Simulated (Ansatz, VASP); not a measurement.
**SiO2 in VASP and in Ansatz**

File INCAR:

```
SYSTEM = SiO2
PREC = Accurate
ENCUT = 520
EDIFF = 1E-6
ISMEAR = 0
SIGMA = 0.05
LREAL = .False.
LASPH = .True.
NELM = 80
ALGO = Normal
ISIF = 2
LWAVE = .False.
LCHARG = .False.
GGA = PE
NBANDS = 25
```

The input KPOINTS:

```
Automatic mesh
0
Gamma
  6 6 8
  0 0 0
```

POSCAR

```
SiO2
1.0
    4.2358788266      0.0000000000      0.0000000000
    0.0000000000      4.1371828499      0.0000000000
    0.0000000000      0.0000000000      2.6897743046
Si O
2 4
Direct
    0.5000000000      0.5000000000      0.5000000000
    0.0000000000      0.0000000000      0.0000000000
    0.7395870220      0.6464385634      0.0000000000
    0.2395870220      0.8535614366      0.5000000000
    0.2604129780      0.3535614366      0.0000000000
    0.7604129780      0.1464385634      0.5000000000
```

Input for Ansatz:

```yaml
crystal:
  lattice:
    - [4.2358788266, 0.0, 0.0]
    - [0.0, 4.1371828499, 0.0]
    - [0.0, 0.0, 2.6897743046]
  atoms:
    - { symbol: Si, position: [0.5, 0.5, 0.5] }
    - { symbol: Si, position: [0.0, 0.0, 0.0] }
    - { symbol: O, position: [0.739587022, 0.6464385634, 0.0] }
    - { symbol: O, position: [0.239587022, 0.8535614366, 0.5] }
    - { symbol: O, position: [0.260412978, 0.3535614366, 0.0] }
    - { symbol: O, position: [0.760412978, 0.1464385634, 0.5] }
basis:
  ecutwfc: 520.0
kpoints:
  mp_grid: { grid: [6, 6, 8] }
hamiltonian:
  xc: pbe
  pseudopotentials: { kind: paw, azcp: { folder: soft_1 } }
scf:
  occupations: { method: gaussian, width: 0.05 }
output:
  forces: true
  stress: true
  eigenvalues: true
```

Change from the starting cell: mode 4 frozen in at +0.279 Å, normal strain along y -0.0233.

Alike in both runs: task single point; functional PBE; k mesh 6 × 6 × 8; occupations gaussian, width 0.05 eV; no spin polarisation.

|  | VASP | Ansatz |
| --- | --- | --- |
| version | VASP 6.6.1 | Ansatz 0.2.0 |
| potentials or method | VASP PAW PBE potentials, release 64 (Si, O), cutoff 520 eV | scalar-relativistic, plane waves, PAW |
| valence electrons in the cell | 32 | 32 |

|  | VASP | Ansatz | Ansatz less VASP |
| --- | --- | --- | --- |
| gap on the k mesh at the Fermi level (eV) | 5.25 | 5.28 | +0.027 |
| least direct gap on the mesh (eV) | 5.25 | 5.28 | +0.027 |
| pressure (GPa) | 1.7 | 1.4 | -0.30 |
| traceless stress, the component that is largest in VASP (GPa) | 15.53 | 15.80 | +0.270 |
| rms of the force components (eV/Å) | 0.638 | 0.638 | -0.0007 |

Atom by atom the forces differ by 0.008 eV/Å (rms over components).
